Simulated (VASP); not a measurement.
# AlN (P6_3mc) in VASP: further runs

Runs on AlN. Level: PBE. Tasks: single point.

All numbers are computed with VASP 6.6.1; they aren't measurements. Logs are shortened: lines on timing, memory, paths and dates and some standing lists are left out, and cuts for length are marked.

## 1. The cell of the first run

Symmetry: P6_3mc, No. 186, hexagonal system. The conventional cell has a = 3.341 Å, b = 3.341 Å, c = 4.222 Å, α = 90.00°, β = 90.00°, γ = 120.00°. Within 2.4 Å of Al (site symmetry 3m) lie 5 N at 1.83 to 2.39 Å. Within 2.4 Å of N (site symmetry 3m) lie 5 Al at 1.83 to 2.39 Å.

## 2. Single point, PBE

The input, INCAR:

```
PREC = Accurate ; ENCUT = 520
EDIFF = 1E-6 ; ISMEAR = 0
SIGMA = 0.05 ; LREAL = False
LASPH = True ; NELM = 60
ALGO = Normal ; ISIF = 2
LWAVE = False ; LCHARG = False
GGA = PE ; NBANDS = 16
```

The input, KPOINTS:

```
Automatic mesh
0
Gamma
  9 9 6
```

The input, POSCAR:

```
AlN
1.0
    3.3409812192      0.0000000000      0.0000000000
   -1.6704906096      2.8933746094      0.0000000000
    0.0000000000      0.0000000000      4.2223472407
Al N
2 2
Direct
    0.3333333333      0.6666666667      0.7729095315
    0.6666666667      0.3333333333      0.2729095315
    0.3333333333      0.6666666667      0.2058696077
    0.6666666667      0.3333333333      0.7058696077
```

Potentials or basis: VASP PAW PBE potentials, release 64 (Al, N).

Launch:

```console
$ cat potpaw_PBE.64/Al/POTCAR potpaw_PBE.64/N/POTCAR > POTCAR
$ mpirun -np 1 vasp_std > vasp.out
```

OUTCAR:

```text
PREC = Accurate
   ENCUT = 520
   EDIFF = 1E-6
   ISMEAR = 0
   LREAL = False
   LASPH = True
   NELM = 60
   ISIF = 2
   GGA = PE

 ion  position               nearest neighbor table
   1  0.333  0.667  0.773-   3 1.83   4 1.95   4 1.95   4 1.95   3 2.39   2 2.86   2 2.86   2 2.86
                             2 2.86   2 2.86   2 2.86
   2  0.667  0.333  0.273-   4 1.83   3 1.95   3 1.95   3 1.95   4 2.39   1 2.86   1 2.86   1 2.86
                             1 2.86   1 2.86   1 2.86
   3  0.333  0.667  0.206-   1 1.83   2 1.95   2 1.95   2 1.95   1 2.39
   4  0.667  0.333  0.706-   2 1.83   1 1.95   1 1.95   1 1.95   2 2.39

  LATTYP: Found a hexagonal cell.
 ALAT       =     3.3409812192
 C/A-ratio  =     1.2638045423

  Lattice vectors:

 A1 = (   3.3409812192,   0.0000000000,   0.0000000000)
 A2 = (  -1.6704906096,   2.8933746094,   0.0000000000)
 A3 = (   0.0000000000,   0.0000000000,   4.2223472407)

Analysis of symmetry for initial positions (statically):
=====================================================================
 Subroutine PRICEL returns:
 Original cell was already a primitive cell.

 Routine SETGRP: Setting up the symmetry group for a
 hexagonal supercell.

 Subroutine GETGRP returns: Found 12 space group operations
 (whereof  6 operations were pure point group operations)
 out of a pool of 24 trial point group operations.

The static configuration has the point symmetry C_3v.
 The point group associated with its full space group is C_6v.

Analysis of symmetry for dynamics (positions and initial velocities):
=====================================================================
 Subroutine PRICEL returns:
 Original cell was already a primitive cell.

 Routine SETGRP: Setting up the symmetry group for a
 hexagonal supercell.

 Subroutine GETGRP returns: Found 12 space group operations
 (whereof  6 operations were pure point group operations)
 out of a pool of 24 trial point group operations.

The dynamic configuration has the point symmetry C_3v.
 The point group associated with its full space group is C_6v.

 Subroutine INISYM returns: Found 12 space group operations
 (whereof  6 operations are pure point group operations),
 and found     1 'primitive' translations

----------------------------------------------------------------------------------------

                                     Primitive cell

[... 95 lines left out ...]
   LREAL  =      F    real-space projection
   EDIFFG = 0.1E-04   stopping-criterion for IOM
   NSW    =      0    number of steps for IOM
   IBRION =     -1    ionic relax: 0-MD 1-quasi-New 2-CG
   NFREE  =      0    steps in history (QN), initial steepest desc. (CG)
   ISIF   =      2    stress and relaxation
   ISYM   =      2    0-nonsym 1-usesym 2-fastsym
   POTIM  = 0.5000    time-step for ionic-motion
   TEBEG  =    0.0;   TEEND  =   0.0 temperature during run
   PSTRESS=    0.0 pullay stress
   NELECT =      16.0000    total number of electrons
   NUPDOWN=      -1.0000    fix difference up-down
   EMIN   =  10.00;   EMAX   =-10.00  energy-range for DOS
   EFERMI =   0.00;   METHOD = LEGACY
   ISMEAR =     0;   SIGMA  =   0.05  broadening in eV -4-tet -1-fermi 0-gaus
   EFERMI_NEDOS =   21; number of points for ismear=-14 and -15
   IALGO  =     38    algorithm
   IMIX   =      4    mixing-type and parameters
     AMIX     =   0.40;   BMIX     =  1.00
     AMIX_MAG =   1.60;   BMIX_MAG =  1.00
  volume/ion in A,a.u.               =      10.20        68.86
  Fermi-wavevector in a.u.,A,eV,Ry     =   1.198130  2.264137 19.531374  1.435515
  Thomas-Fermi vector in A             =   2.334027
   LORBIT       =      0    0 simple, 1 ext, 2 COOP (PROOUT), +10 PAW based schemes
   GGA     = PE    functional components
   LHFCALC =     F    Hartree Fock is set to
   AEXX    =    0.0000 exact exchange contribution
   IVDW    =     0    specifies the selected vdW correction
   LEPSILON=     F    determine dielectric tensor
   LRPA    =     F    only Hartree local field effects (RPA)
 non-spin polarized calculation
 Gauss-broadening in eV      SIGMA  =   0.05
  energy-cutoff  :      520.00
  volume of cell :       40.82
 maximum number of plane-waves:      1109
 NGX is ok and might be reduce to    28
   NGX = 13   NGY = 13   NGZ = 15

 number of electron      15.9999999 magnetization

 Free energy of the ion-electron system (eV)
  ---------------------------------------------------
  ext. energy  EPLUGINS =         0.00000000
  ---------------------------------------------------
  free energy    TOTEN  =       -29.08176885 eV

  energy without entropy =      -29.08176885  energy(sigma->0) =      -29.08176885

 E-fermi :   7.5345     XC(G=0): -11.0217

 val. band max:        7.2518618355   @ k =   0.0000   0.0000   0.0000
 cond. band min:      10.6587782133   @ k =   0.0000   0.0000   0.0000
 fundamental gap:      3.4069163778
 Fermi energy:         7.5344655690

 k-point     1 :       0.0000    0.0000    0.0000
  band No.  band energies     occupation
      1      -8.9700      2.00000
      2      -5.5684      2.00000
      3       1.0079      2.00000
      4       4.4920      2.00000
      5       4.4920      2.00000
      6       6.0943      2.00000
[... 433 lines left out ...]
      3       1.3090      2.00000
      4       2.1404      2.00000
      5       2.1404      2.00000
      6       4.6954      2.00000
[... 8 lines left out ...]
     15      19.0118      0.00000
     16      20.5362      0.00000

 [... further k-points ...]

------------------------ aborting loop because EDIFF is reached ----------------------------------------

  FORCE on cell =-STRESS in cart. coord.  units (eV):
  Direction    XX          YY          ZZ          XY          YZ          ZX
  --------------------------------------------------------------------------------------
  -------------------------------------------------------------------------------------
  Total       -2.3730301     -2.3730301      6.2757576      0.0000000      0.0000000      0.0000000
  in kB      -93.1496403    -93.1496403    246.3451957      0.0000000      0.0000000      0.0000000
  external PRESSURE =      20.0153050 kB  Pullay stress =       0.0000000 kB

 VOLUME and BASIS-vectors are now :
 -----------------------------------------------------------------------------
  energy-cutoff  :      520.00
  volume of cell :       40.82
      direct lattice vectors                 reciprocal lattice vectors
     3.340981219  0.000000000  0.000000000     0.299313266  0.172808595  0.000000000
    -1.670490610  2.893374609  0.000000000     0.000000000  0.345617189  0.000000000
     0.000000000  0.000000000  4.222347241     0.000000000  0.000000000  0.236835093

 POSITION                                       TOTAL-FORCE (eV/Angst)
 -----------------------------------------------------------------------------------
     -0.00000      1.92892      3.26349        -0.000000      0.000000     -1.340852
      1.67049      0.96446      1.15232         0.000000     -0.000000     -1.340852
     -0.00000      1.92892      0.86925        -0.000000      0.000000      1.340852
      1.67049      0.96446      2.98043         0.000000      0.000000      1.340852
 -----------------------------------------------------------------------------------
    total drift:                               -0.000000      0.000000      0.001516

  FREE ENERGIE OF THE ION-ELECTRON SYSTEM (eV)
  ---------------------------------------------------
  free  energy   TOTEN  =       -29.0817688545 eV

  energy  without entropy=      -29.0817688545  energy(sigma->0) =      -29.08176885
```

It took 24 s on 1 thread of Intel Xeon Platinum 8259CL at 2.50GHz (Skylake/Cascade Lake), shared host; peak memory 0.17 GiB.

Results:

```
Free energy            : -29.0818 eV
Pressure               : 2.0 GPa
Largest force          : 1.341 eV/Å
Band gap on the k mesh : 3.41 eV, direct
```

Forces in eV/Å, atoms in the order of the input:
```
Al   0.000  0.000 -1.341
Al   0.000  0.000 -1.341
N    0.000  0.000  1.341
N    0.000  0.000  1.341
```

Stress tensor (GPa, compression positive):
```
-9.31  0.00  0.00
 0.00 -9.31  0.00
 0.00  0.00 24.63
```

Caveat: forces of over 1 eV/Å act on the atoms, so gaps and moduli don't describe the material at rest.

## 3. Single point, PBE

This run uses another cell than the first one, of 9.23 Å³/atom, 0.904 times its volume.

The input, INCAR:

```
SYSTEM = AlN
PREC = Accurate ; ENCUT = 520
EDIFF = 1E-6 ; ISMEAR = 0
SIGMA = 0.05 ; LREAL = .False.
LASPH = .True. ; NELM = 80
ALGO = Normal ; ISIF = 2
LWAVE = .False. ; LCHARG = .True.
GGA = PE ; LELF = .True.
LVHAR = .True. ; NBANDS = 16
```

The input, KPOINTS:

```
regular mesh
0
Gamma
  9 9 6
  0 0 0
```

The input, POSCAR:

```
AlN
1.0
    3.2306423571      0.0000000000      0.0000000000
   -1.6153211785      2.7978183518      0.0000000000
    0.0000000000      0.0000000000      4.0829004857
Al N
2 2
Direct
    0.3333333333      0.6666666667      0.7729095315
    0.6666666667      0.3333333333      0.2729095315
    0.3333333333      0.6666666667      0.2058696077
    0.6666666667      0.3333333333      0.7058696077
```

Potentials or basis: VASP PAW PBE potentials, release 64 (Al, N).

Launch:

```console
$ cat potpaw_PBE.64/Al/POTCAR potpaw_PBE.64/N/POTCAR > POTCAR
$ mpirun -np 1 vasp_std > vasp.out
```

OUTCAR:

```text
SYSTEM = AlN
   PREC = Accurate
   ENCUT = 520
   EDIFF = 1E-6
   ISMEAR = 0
   LREAL = .False.
   LASPH = .True.
   NELM = 80
   ISIF = 2
   GGA = PE

 ion  position               nearest neighbor table
   1  0.333  0.667  0.773-   3 1.77   4 1.89   4 1.89   4 1.89   3 2.32   2 2.77   2 2.77   2 2.77
                             2 2.77   2 2.77   2 2.77
   2  0.667  0.333  0.273-   4 1.77   3 1.89   3 1.89   3 1.89   4 2.32   1 2.77   1 2.77   1 2.77
                             1 2.77   1 2.77   1 2.77
   3  0.333  0.667  0.206-   1 1.77   2 1.89   2 1.89   2 1.89   1 2.32
   4  0.667  0.333  0.706-   2 1.77   1 1.89   1 1.89   1 1.89   2 2.32

  LATTYP: Found a hexagonal cell.
 ALAT       =     3.2306423571
 C/A-ratio  =     1.2638045424

  Lattice vectors:

 A1 = (   3.2306423571,   0.0000000000,   0.0000000000)
 A2 = (  -1.6153211785,   2.7978183518,   0.0000000000)
 A3 = (   0.0000000000,   0.0000000000,   4.0829004857)

Analysis of symmetry for initial positions (statically):
=====================================================================
 Subroutine PRICEL returns:
 Original cell was already a primitive cell.

 Routine SETGRP: Setting up the symmetry group for a
 hexagonal supercell.

[... 170 lines left out ...]
  energy without entropy =      -28.74747941  energy(sigma->0) =      -28.74747941

 E-fermi :   8.6531     XC(G=0): -11.4711

 val. band max:        8.4047799803   @ k =   0.0000   0.0000   0.0000
 cond. band min:      12.5534160529   @ k =   0.0000   0.0000   0.0000
 fundamental gap:      4.1486360726
 Fermi energy:         8.6531292143

 k-point     1 :       0.0000    0.0000    0.0000
  band No.  band energies     occupation
      1      -8.6033      2.00000
      2      -4.7164      2.00000
      3       1.5871      2.00000
      4       5.3593      2.00000
      5       5.3593      2.00000
      6       7.0474      2.00000
[... 433 lines left out ...]
      3       1.8423      2.00000
      4       2.9481      2.00000
      5       2.9481      2.00000
      6       5.5463      2.00000
[... 8 lines left out ...]
     15      20.6700      0.00000
     16      22.8032      0.00000

 [... further k-points ...]
[... 5 lines left out ...]
  --------------------------------------------------------------------------------------
  -------------------------------------------------------------------------------------
  Total        3.0103338      3.0103338     12.7526925      0.0000000      0.0000000     -0.0000000
  in kB      130.6917115    130.6917115    553.6499654      0.0000000      0.0000000     -0.0000000
  external PRESSURE =     271.6777961 kB  Pullay stress =       0.0000000 kB

 VOLUME and BASIS-vectors are now :
 -----------------------------------------------------------------------------
  energy-cutoff  :      520.00
  volume of cell :       36.90
      direct lattice vectors                 reciprocal lattice vectors
     3.230642357  0.000000000  0.000000000     0.309535965  0.178710673  0.000000000
    -1.615321178  2.797818352  0.000000000     0.000000000  0.357421346  0.000000000
     0.000000000  0.000000000  4.082900486     0.000000000  0.000000000  0.244923922

 POSITION                                       TOTAL-FORCE (eV/Angst)
 -----------------------------------------------------------------------------------
     -0.00000      1.86521      3.15571        -0.000000      0.000000     -2.199453
      1.61532      0.93261      1.11426         0.000000     -0.000000     -2.199453
     -0.00000      1.86521      0.84055         0.000000     -0.000000      2.199453
      1.61532      0.93261      2.88200        -0.000000      0.000000      2.199453
 -----------------------------------------------------------------------------------
    total drift:                               -0.000000      0.000000      0.000536

  FREE ENERGIE OF THE ION-ELECTRON SYSTEM (eV)
  ---------------------------------------------------
  free  energy   TOTEN  =       -28.7474794083 eV

  energy  without entropy=      -28.7474794083  energy(sigma->0) =      -28.74747941
```

OSZICAR:

```text
N       E                     dE             d eps       ncg     rms          rms(c)
DAV:   1     0.441900369206E+02    0.44190E+02   -0.74867E+03  1544   0.910E+02
DAV:   2    -0.306908952788E+02   -0.74881E+02   -0.68456E+02  2144   0.195E+02
DAV:   3    -0.338909950199E+02   -0.32001E+01   -0.31908E+01  1864   0.418E+01
DAV:   4    -0.339087399143E+02   -0.17745E-01   -0.17744E-01  1920   0.347E+00
DAV:   5    -0.339089671307E+02   -0.22722E-03   -0.22722E-03  1808   0.397E-01    0.127E+01
DAV:   6    -0.288056905232E+02    0.51033E+01   -0.97563E+00  1952   0.238E+01    0.435E+00
DAV:   7    -0.287712119185E+02    0.34479E-01   -0.86974E-01  1784   0.664E+00    0.308E+00
DAV:   8    -0.287543169879E+02    0.16895E-01   -0.90731E-02  1728   0.252E+00    0.682E-01
DAV:   9    -0.287470211478E+02    0.72958E-02   -0.17997E-02  1984   0.106E+00    0.254E-01
DAV:  10    -0.287475260701E+02   -0.50492E-03   -0.26469E-03  1696   0.346E-01    0.125E-01
DAV:  11    -0.287474734757E+02    0.52594E-04   -0.27906E-04  1744   0.138E-01    0.183E-02
DAV:  12    -0.287474797186E+02   -0.62429E-05   -0.16088E-05  1800   0.334E-02    0.908E-03
DAV:  13    -0.287474794083E+02    0.31026E-06   -0.30169E-06  1856   0.144E-02
   1 F= -.28747479E+02 E0= -.28747479E+02  d E =-.112023E-14
```

stdout:

```text
POSCAR found type information on POSCAR AlN
 POSCAR found :  2 types and       4 ions
 scaLAPACK will be used
 LDA part: xc-table for (Slater+PW92), standard interpolation
 POSCAR, INCAR and KPOINTS ok, starting setup
 FFT: planning ... GRIDC
 FFT: planning ... GRID_SOFT
 FFT: planning ... GRID
 WAVECAR not read
 entering main loop
```

Run time: 7.8 s. Hardware: 1 thread of Intel Xeon 6975P-C (Granite Rapids), shared host; peak memory 0.15 GiB.

What came out:

```yaml
Free_energy: -28.7475 eV
Pressure: 27.2 GPa
Largest_force: 2.199 eV/Å
Band_gap_on_the_k_mesh: 4.15 eV, direct
```

Forces on the atoms (eV/Å):
```
Al   0.000  0.000 -2.199
Al   0.000  0.000 -2.199
N    0.000  0.000  2.199
N    0.000  0.000  2.199
```

Caveat: forces of over 1 eV/Å act on the atoms, so gaps and moduli don't describe the material at rest.
